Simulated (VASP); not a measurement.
# AlAs (F-43m) in VASP: further runs

Aim: see how the results for AlAs move with the level of theory and the settings. Levels: PBEsol, PBE-based global hybrid with 75 % exact exchange. Tasks: single point.

All numbers are computed with VASP 6.6.1; they aren't measurements. Logs are shortened: lines on timing, memory, paths and dates and some standing lists are left out, and cuts for length are marked.

## 1. The cell of the first run

The structure is cubic, space group F-43m (No. 216). Conventional cell: a = 5.678 Å, b = 5.678 Å, c = 5.678 Å, α = 90.00°, β = 90.00°, γ = 90.00°. Al (site symmetry -43m) has 4 As at 2.46 Å within 3.2 Å. Within 3.2 Å of As (site symmetry -43m) lie 4 Al at 2.46 Å.

## 2. Single point, PBEsol

INCAR reads:

```
SYSTEM = AlAs
  PREC = Accurate
  ENCUT = 510
  EDIFF = 1E-6
  ISMEAR = 0
  SIGMA = 0.5
  LREAL = .FALSE.
  LASPH = .TRUE.
  NELM = 120
  ALGO = Normal
  ISIF = 2
  LWAVE = .FALSE.
  LCHARG = .FALSE.
  GGA = PS
  NBANDS = 16
  GGA_COMPAT = .FALSE.
```

KPOINTS reads:

```
Automatic mesh
0
G
  6 6 6
  0 0 0
```

POSCAR reads:

```
AlAs
1.0
    0.0000000000      2.8389251760      2.8389251760
    2.8389251760      0.0000000000      2.8389251760
    2.8389251760      2.8389251760      0.0000000000
Al As
1 1
Direct
    0.0000000000      0.0000000000      0.0000000000
    0.2500000000      0.2500000000      0.2500000000
```

Potentials or basis: VASP PAW PBE potentials, release 64 (Al, As_d).

On the command line:

```bash
$ cat potpaw_PBE.64/Al/POTCAR potpaw_PBE.64/As_d/POTCAR > POTCAR
$ mpirun -np 1 vasp_std > vasp.out
```

OUTCAR:

```text
SYSTEM = AlAs
   PREC = Accurate
   ENCUT = 510
   EDIFF = 1E-6
   ISMEAR = 0
   LREAL = .FALSE.
   LASPH = .TRUE.
   NELM = 120
   ISIF = 2
   GGA = PS

 ion  position               nearest neighbor table
   1  0.000  0.000  0.000-   2 2.46   2 2.46   2 2.46   2 2.46
   2  0.250  0.250  0.250-   1 2.46   1 2.46   1 2.46   1 2.46

  LATTYP: Found a face centered cubic cell.
 ALAT       =     5.6778503520

  Lattice vectors:

 A1 = (   0.0000000000,   2.8389251760,   2.8389251760)
 A2 = (   2.8389251760,   0.0000000000,   2.8389251760)
 A3 = (   2.8389251760,   2.8389251760,   0.0000000000)

Analysis of symmetry for initial positions (statically):
=====================================================================
 Subroutine PRICEL returns:
 Original cell was already a primitive cell.

 Routine SETGRP: Setting up the symmetry group for a
 face centered cubic supercell.

 Subroutine GETGRP returns: Found 24 space group operations
 (whereof 24 operations were pure point group operations)
 out of a pool of 48 trial point group operations.

The static configuration has the point symmetry T_d .

Analysis of symmetry for dynamics (positions and initial velocities):
=====================================================================
 Subroutine PRICEL returns:
 Original cell was already a primitive cell.

 Routine SETGRP: Setting up the symmetry group for a
 face centered cubic supercell.

 Subroutine GETGRP returns: Found 24 space group operations
 (whereof 24 operations were pure point group operations)
 out of a pool of 48 trial point group operations.

The dynamic configuration has the point symmetry T_d .

 Subroutine INISYM returns: Found 24 space group operations
 (whereof 24 operations are pure point group operations),
 and found     1 'primitive' translations

----------------------------------------------------------------------------------------

                                     Primitive cell

  volume of cell :      45.7606

  direct lattice vectors                    reciprocal lattice vectors
     0.000000000  2.838925176  2.838925176    -0.176122993  0.176122993  0.176122993
     2.838925176  0.000000000  2.838925176     0.176122993 -0.176122993  0.176122993
     2.838925176  2.838925176  0.000000000     0.176122993  0.176122993 -0.176122993

  length of vectors
     4.014846486  4.014846486  4.014846486     0.305053973  0.305053973  0.305053973

  position of ions in fractional coordinates (direct lattice)
     0.000000000  0.000000000  0.000000000
     0.250000000  0.250000000  0.250000000

  ion indices of the primitive-cell ions
   primitive index   ion index
                 1           1
                 2           2

----------------------------------------------------------------------------------------

 KPOINTS: Automatic mesh

Automatic generation of k-mesh.
 Grid dimensions read from file:
 generate k-points for:    6    6    6

 Generating k-lattice:

  Cartesian coordinates                     Fractional coordinates (reciprocal lattice)
    -0.029353832  0.029353832  0.029353832     0.166666667  0.000000000  0.000000000
     0.029353832 -0.029353832  0.029353832     0.000000000  0.166666667  0.000000000
     0.029353832  0.029353832 -0.029353832     0.000000000  0.000000000  0.166666667

  Length of vectors
     0.050842329  0.050842329  0.050842329

  Shift w.r.t. Gamma in fractional coordinates (k-lattice)
     0.000000000  0.000000000  0.000000000

 Subroutine IBZKPT returns following result:
 ===========================================

 Found     16 irreducible k-points:

 Following reciprocal coordinates:
            Coordinates               Weight
  0.000000  0.000000  0.000000      1.000000
  0.166667  0.000000  0.000000      8.000000
  0.333333  0.000000  0.000000      8.000000
  0.500000  0.000000  0.000000      4.000000
  0.166667  0.166667  0.000000      6.000000
  0.333333  0.166667  0.000000     24.000000
[... 8 lines left out ...]
 -0.333333  0.333333  0.166667     24.000000
 -0.333333  0.500000  0.166667     12.000000
   k-points           NKPTS =     16   k-points in BZ     NKDIM =     16   number of bands    NBANDS=     16
   number of dos      NEDOS =    301   number of ions     NIONS =      2
   total plane-waves  NPLWV =  27000
   dimension x,y,z NGX =    30 NGY =   30 NGZ =   30
   dimension x,y,z NGXF=    60 NGYF=   60 NGZF=   60
   ions per type =               1   1
   NGX,Y,Z   is equivalent  to a cutoff of  12.42, 12.42, 12.42 a.u.
   NGXF,Y,Z  is equivalent  to a cutoff of  24.84, 24.84, 24.84 a.u.
 SYSTEM =  AlAs
   PREC   = accura    normal or accurate (medium, high low for compatibility)
   ISTART =      0    job   : 0-new  1-cont  2-samecut
   ICHARG =      2    charge: 1-file 2-atom 10-const
   ISPIN  =      1    spin polarized calculation?
   LNONCOLLINEAR =      F non collinear calculations
   LSORBIT =      F    spin-orbit coupling
   LASPH  =      T    aspherical Exc in radial PAW
   ENCUT  =  510.0 eV  37.48 Ry    6.12 a.u.   7.39  7.39  7.39*2*pi/ulx,y,z
   NELM   =    120;   NELMIN=  2; NELMDL= -5     # of ELM steps
   EDIFF  = 0.1E-05   stopping-criterion for ELM
   LREAL  =      F    real-space projection
[... 7 lines left out ...]
   TEBEG  =    0.0;   TEEND  =   0.0 temperature during run
   PSTRESS=    0.0 pullay stress
   NELECT =      18.0000    total number of electrons
   NUPDOWN=      -1.0000    fix difference up-down
   EMIN   =  10.00;   EMAX   =-10.00  energy-range for DOS
   EFERMI =   0.00;   METHOD = LEGACY
   ISMEAR =     0;   SIGMA  =   0.50  broadening in eV -4-tet -1-fermi 0-gaus
   EFERMI_NEDOS =   21; number of points for ismear=-14 and -15
   IALGO  =     38    algorithm
   IMIX   =      4    mixing-type and parameters
     AMIX     =   0.40;   BMIX     =  1.00
     AMIX_MAG =   1.60;   BMIX_MAG =  1.00
  volume/ion in A,a.u.               =      22.88       154.40
  Fermi-wavevector in a.u.,A,eV,Ry     =   1.199504  2.266734 19.576198  1.438810
  Thomas-Fermi vector in A             =   2.335365
   LORBIT       =      0    0 simple, 1 ext, 2 COOP (PROOUT), +10 PAW based schemes
   GGA     = PS    functional components
   LHFCALC =     F    Hartree Fock is set to
   AEXX    =    0.0000 exact exchange contribution
   IVDW    =     0    specifies the selected vdW correction
   LEPSILON=     F    determine dielectric tensor
   LRPA    =     F    only Hartree local field effects (RPA)
 non-spin polarized calculation
 Gauss-broadening in eV      SIGMA  =   0.50
  energy-cutoff  :      510.00
  volume of cell :       45.76
 maximum number of plane-waves:      1243
 NGX is ok and might be reduce to    30
   NGX = 15   NGY = 15   NGZ = 15

 number of electron      18.0000013 magnetization

 Free energy of the ion-electron system (eV)
  ---------------------------------------------------
  ext. energy  EPLUGINS =         0.00000000
  ---------------------------------------------------
  free energy    TOTEN  =       -10.08662028 eV

  energy without entropy =      -10.08457445  energy(sigma->0) =      -10.08559736

 E-fermi :   3.6563     XC(G=0):  -9.5098

 val. band max:        2.9359856710   @ k =   0.0000   0.0000   0.0000
 cond. band min:       4.2778131248   @ k =   0.5000   0.5000   0.0000
 fundamental gap:      1.3418274538
 Fermi energy:         3.6563080012

 k-point     1 :       0.0000    0.0000    0.0000
  band No.  band energies     occupation
      1     -31.3806      2.00000
      2     -31.3806      2.00000
      3     -31.3806      2.00000
      4     -31.3695      2.00000
      5     -31.3695      2.00000
      6      -8.9035      2.00000
[... 8 lines left out ...]
     15      11.9477      0.00000
     16      11.9477      0.00000

 k-point     2 :       0.1667    0.0000    0.0000
  band No.  band energies     occupation
      1     -31.3806      2.00000
      2     -31.3804      2.00000
      3     -31.3804      2.00000
      4     -31.3695      2.00000
      5     -31.3695      2.00000
      6      -8.6380      2.00000
[... 8 lines left out ...]
     15      11.1302      0.00000
     16      12.4902      0.00000

 k-point     3 :       0.3333    0.0000    0.0000
  band No.  band energies     occupation
      1     -31.3804      2.00000
      2     -31.3800      2.00000
      3     -31.3800      2.00000
      4     -31.3694      2.00000
      5     -31.3694      2.00000
      6      -7.9672      2.00000
[... 8 lines left out ...]
     15      11.9347      0.00000
     16      12.1273      0.00000

 k-point     4 :       0.5000    0.0000    0.0000
  band No.  band energies     occupation
      1     -31.3803      2.00000
      2     -31.3798      2.00000
      3     -31.3798      2.00000
      4     -31.3693      2.00000
      5     -31.3693      2.00000
      6      -7.5014      2.00000
[... 8 lines left out ...]
     15      14.4145      0.00000
     16      14.4145      0.00000

 k-point     5 :       0.1667    0.1667    0.0000
  band No.  band energies     occupation
      1     -31.3808      2.00000
      2     -31.3802      2.00000
      3     -31.3802      2.00000
      4     -31.3696      2.00000
      5     -31.3693      2.00000
      6      -8.5484      2.00000
[... 8 lines left out ...]
     15      12.4354      0.00000
     16      13.4191      0.00000

 k-point     6 :       0.3333    0.1667    0.0000
  band No.  band energies     occupation
      1     -31.3808      2.00000
      2     -31.3798      2.00000
      3     -31.3797      2.00000
      4     -31.3697      2.00000
      5     -31.3691      2.00000
      6      -8.0013      2.00000
[... 8 lines left out ...]
     15      13.0557      0.00000
     16      13.8368      0.00000

 k-point     7 :       0.5000    0.1667    0.0000
  band No.  band energies     occupation
      1     -31.3804      2.00000
      2     -31.3797      2.00000
      3     -31.3795      2.00000
      4     -31.3695      2.00000
      5     -31.3692      2.00000
      6      -7.3963      2.00000
[... 8 lines left out ...]
     15      14.2759      0.00000
     16      14.6788      0.00000

 k-point     8 :      -0.3333    0.1667    0.0000
  band No.  band energies     occupation
      1     -31.3803      2.00000
      2     -31.3798      2.00000
      3     -31.3797      2.00000
      4     -31.3694      2.00000
      5     -31.3693      2.00000
      6      -7.5616      2.00000
[... 8 lines left out ...]
     15      12.8636      0.00000
     16      14.4628      0.00000

 k-point     9 :      -0.1667    0.1667    0.0000
  band No.  band energies     occupation
      1     -31.3805      2.00000
      2     -31.3802      2.00000
      3     -31.3800      2.00000
      4     -31.3695      2.00000
      5     -31.3693      2.00000
      6      -8.2294      2.00000
[... 8 lines left out ...]
     15      12.3963      0.00000
     16      14.1972      0.00000

 k-point    10 :       0.3333    0.3333    0.0000
  band No.  band energies     occupation
      1     -31.3812      2.00000
      2     -31.3792      2.00000
      3     -31.3792      2.00000
      4     -31.3699      2.00000
      5     -31.3688      2.00000
      6      -7.6330      2.00000
[... 8 lines left out ...]
     15      13.8911      0.00000
     16      16.4154      0.00000

 k-point    11 :       0.5000    0.3333    0.0000
  band No.  band energies     occupation
      1     -31.3811      2.00000
      2     -31.3791      2.00000
      3     -31.3790      2.00000
      4     -31.3699      2.00000
      5     -31.3688      2.00000
      6      -7.1326      2.00000
[... 8 lines left out ...]
     15      14.5058      0.00000
     16      15.9136      0.00000

 k-point    12 :      -0.3333    0.3333    0.0000
  band No.  band energies     occupation
      1     -31.3805      2.00000
      2     -31.3795      2.00000
      3     -31.3792      2.00000
      4     -31.3696      2.00000
      5     -31.3691      2.00000
      6      -7.0962      2.00000
[... 8 lines left out ...]
     15      11.7955      0.00000
     16      17.0932      0.00000

 k-point    13 :       0.5000    0.5000    0.0000
  band No.  band energies     occupation
      1     -31.3814      2.00000
      2     -31.3788      2.00000
      3     -31.3788      2.00000
      4     -31.3700      2.00000
      5     -31.3686      2.00000
      6      -6.9621      2.00000
[... 8 lines left out ...]
     15      15.5386      0.00000
     16      15.5387      0.00000

 k-point    14 :       0.5000    0.3333    0.1667
  band No.  band energies     occupation
      1     -31.3807      2.00000
      2     -31.3796      2.00000
      3     -31.3793      2.00000
      4     -31.3697      2.00000
      5     -31.3690      2.00000
      6      -7.4494      2.00000
[... 8 lines left out ...]
     15      13.5455      0.00000
     16      15.8282      0.00000

 k-point    15 :      -0.3333    0.3333    0.1667
  band No.  band energies     occupation
      1     -31.3803      2.00000
      2     -31.3799      2.00000
      3     -31.3790      2.00000
      4     -31.3696      2.00000
      5     -31.3691      2.00000
      6      -7.0958      2.00000
[... 8 lines left out ...]
     15      14.3104      0.00000
     16      15.6979      0.00000

 k-point    16 :      -0.3333    0.5000    0.1667
  band No.  band energies     occupation
      1     -31.3808      2.00000
      2     -31.3794      2.00000
      3     -31.3788      2.00000
      4     -31.3698      2.00000
      5     -31.3689      2.00000
      6      -6.9386      2.00000
[... 8 lines left out ...]
     15      15.2485      0.00000
     16      15.3709      0.00000

------------------------ aborting loop because EDIFF is reached ----------------------------------------

  FORCE on cell =-STRESS in cart. coord.  units (eV):
  Direction    XX          YY          ZZ          XY          YZ          ZX
  --------------------------------------------------------------------------------------
  -------------------------------------------------------------------------------------
  Total        0.0029336      0.0029336      0.0029336     -0.0000000     -0.0000000     -0.0000000
  in kB        0.1027110      0.1027110      0.1027110     -0.0000000     -0.0000000     -0.0000000
  external PRESSURE =       0.1027110 kB  Pullay stress =       0.0000000 kB

 VOLUME and BASIS-vectors are now :
 -----------------------------------------------------------------------------
  energy-cutoff  :      510.00
  volume of cell :       45.76
      direct lattice vectors                 reciprocal lattice vectors
     0.000000000  2.838925176  2.838925176    -0.176122993  0.176122993  0.176122993
     2.838925176  0.000000000  2.838925176     0.176122993 -0.176122993  0.176122993
     2.838925176  2.838925176  0.000000000     0.176122993  0.176122993 -0.176122993

 POSITION                                       TOTAL-FORCE (eV/Angst)
 -----------------------------------------------------------------------------------
      0.00000      0.00000      0.00000        -0.000000     -0.000000     -0.000000
      1.41946      1.41946      1.41946         0.000000      0.000000      0.000000
 -----------------------------------------------------------------------------------
    total drift:                               -0.000000     -0.000000     -0.000000

  FREE ENERGIE OF THE ION-ELECTRON SYSTEM (eV)
  ---------------------------------------------------
  free  energy   TOTEN  =       -10.0866202766 eV

  energy  without entropy=      -10.0845744490  energy(sigma->0) =      -10.08559736
```

Wall time 9.8 s (1 thread of Intel Xeon Platinum 8375C at 2.90GHz (Ice Lake), shared host); peak memory 0.16 GiB.

What came out:

```yaml
Free_energy: -10.0866 eV
Pressure: 0.0 GPa
Band_gap_on_the_k_mesh: 1.34 eV (least direct gap 1.90 eV)
```

Caveat: so wide a smearing shifts energies and pressures; the PAW data sets were made with another functional, which shifts forces and pressure a little. A k mesh can miss the band edges.

(Continued in part 2 of 2.)
